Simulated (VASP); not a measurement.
**Ir: single point with PBEsol**

Ir:

```
CELL_PARAMETERS angstrom
0.00000 1.95274 1.95274
1.95274 0.00000 1.95274
1.95274 1.95274 0.00000
ATOMIC_POSITIONS crystal
Ir 0.00000 0.00000 0.00000
```

```json
{"Program": "VASP 6.6.1", "Task": "single point", "Functional": "PBEsol", "Potentials or basis": "VASP PAW PBE potentials, release 64 (Ir)", "Cutoff": "520 eV", "k mesh": "15 × 15 × 15", "Occupations": "fermi-dirac, width 0.1 eV", "Spin": "non-collinear spin, typed start, spin-orbit coupling", "Starting moments": "[[0.707, 0.707, 0.0]] μB"}
```

- Pressure: -17.5 GPa
- Net moment: 0.00 μB per cell
- Valence electrons inside the program's atomic spheres: Ir 8.22

Moments on the atoms (μB; x, y, z):
```
Ir  0.00 0.00 0.00
```

Run time: 12 min on 1 thread of AMD EPYC 7R13 Processor (Zen 3), on a shared host, peak memory 0.46 GiB.

Caveat: the PAW data sets were made with another functional, which shifts forces and pressure a little.
